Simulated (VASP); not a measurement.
Here is a VASP 6.6.1 calculation.

File INCAR:

```
  PREC = Accurate
  ENCUT = 520
  EDIFF = 1E-6
  ISMEAR = 0
  SIGMA = 0.1
  LREAL = F
  LASPH = T
  NELM = 80
  ALGO = Normal
  ISIF = 2
  LWAVE = F
  LCHARG = F
  GGA = PE
  NBANDS = 28
```

The input KPOINTS:

```
regular mesh
0
Gamma
  6 6 4
```

Contents of POSCAR:

```
MoW2
1.0
    4.6205946987      0.0000000000      0.0000000000
   -2.3102973493      4.0015523896      0.0000000000
    0.0000000000      0.0000000000      2.6844865791
Mo W
1 2
Direct
    0.0000000000      0.0000000000      0.0000000000
    0.3333333333      0.6666666667      0.5000000000
    0.6666666667      0.3333333333      0.5000000000
```

Potentials or basis: VASP PAW PBE potentials, release 64 (Mo_sv, W_sv).

The run is started by

```bash
$ cat potpaw_PBE.64/Mo_sv/POTCAR potpaw_PBE.64/W_sv/POTCAR > POTCAR
$ mpirun -np 1 vasp_std > vasp.out
```

Problem. Estimate the band gap on the k mesh.

Solution. Zero (bands 21 and 22 overlap by 0.78 eV).

Problem. Estimate the pressure.

Solution. 0.5 GPa.

Stress tensor (GPa, compression positive):
```
0.51 0.00 0.00
0.00 0.51 0.00
0.00 0.00 0.40
```

Caveat: the k points lie up to 0.59 Å⁻¹ apart, too coarse for converged energies and pressures of a metal; spin-orbit coupling is left out, which moves the levels of the heavy elements.
